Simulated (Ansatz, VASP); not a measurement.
Two plane-wave programs on BaY3Si

```
CELL_PARAMETERS angstrom
3.97632 2.29573 3.24605
-3.97632 2.29573 3.24605
0.00000 -4.59146 3.24605
ATOMIC_POSITIONS crystal
Ba 0.00000 0.00000 0.00000
Y 0.50000 0.50000 0.00000
Y 0.00000 0.50000 0.50000
Y 0.50000 0.00000 0.50000
Si 0.50000 0.50000 0.50000
```

Alike in both runs: functional PBE; k mesh 6 × 6 × 6; occupations gaussian, width 0.1 eV; no spin polarisation.

Ansatz relaxed the structure, and its values are those at the end. VASP's run is a single point on that final structure, the one shown.

|  | VASP | Ansatz |
| --- | --- | --- |
| version | VASP 6.6.1 | Ansatz 0.2.0 |
| potentials or method | VASP PAW PBE potentials, release 64 (Ba_sv, Y_sv, Si), cutoff 520 eV | scalar-relativistic, plane waves, PAW |
| valence electrons in the cell | 47 | 47 |

```tsv
	VASP	Ansatz	Ansatz less VASP
gap on the k mesh at the Fermi level (eV)	none	none	-
pressure (GPa)	0.0	0.0	-0.04
```

A gap of «none» marks a metal or a gap that the smearing closes.

Neither program's run includes spin-orbit coupling.
